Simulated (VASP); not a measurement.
Sb, 1 atom in the cell. Symmetry: Pm-3m, No. 221, cubic system. The conventional cell has a = 3.160 Å, b = 3.160 Å, c = 3.160 Å, α = 90.00°, β = 90.00°, γ = 90.00°. Sb (site symmetry m-3m) has 6 Sb at 3.16 Å within 4.2 Å. This isn't the form of Sb at room conditions, which is rhombohedral.

- Program: VASP 6.6.1
- Task: single point
- Functional: PBE-based screened hybrid with 30 % exact exchange
- Potentials or basis: VASP PAW PBE potentials, release 64 (Sb)
- Cutoff: 520 eV
- k mesh: 4 × 4 × 4
- Occupations: fermi-dirac, width 0.05 eV
- Spin: no spin polarisation
- Dipole correction: no
- Grid for exact exchange (PRECFOCK): Normal
- Share of exact exchange: 0.3
- Further INCAR settings: ALGO = Normal; EDIFF = 1e-06; NBANDS = 8
- Screening parameter: 0.2 1/Å

Potentials or basis: VASP PAW PBE potentials, release 64 (Sb).

Command:

```bash
$ cat potpaw_PBE.64/Sb/POTCAR > POTCAR
$ cp INCAR.step1 INCAR
$ mpirun -np 1 vasp_std > vasp.out
$ cp INCAR.step2 INCAR
$ mpirun -np 1 vasp_std > vasp.out
```

Hardware: 1 thread of Intel Xeon 8259CL, with other jobs on the host.

Question: Estimate the wall time of this run.

Answer: It took 2 min on 1 thread of Intel Xeon 8259CL, on a shared host, peak memory 0.24 GiB. Counts: k points 10.
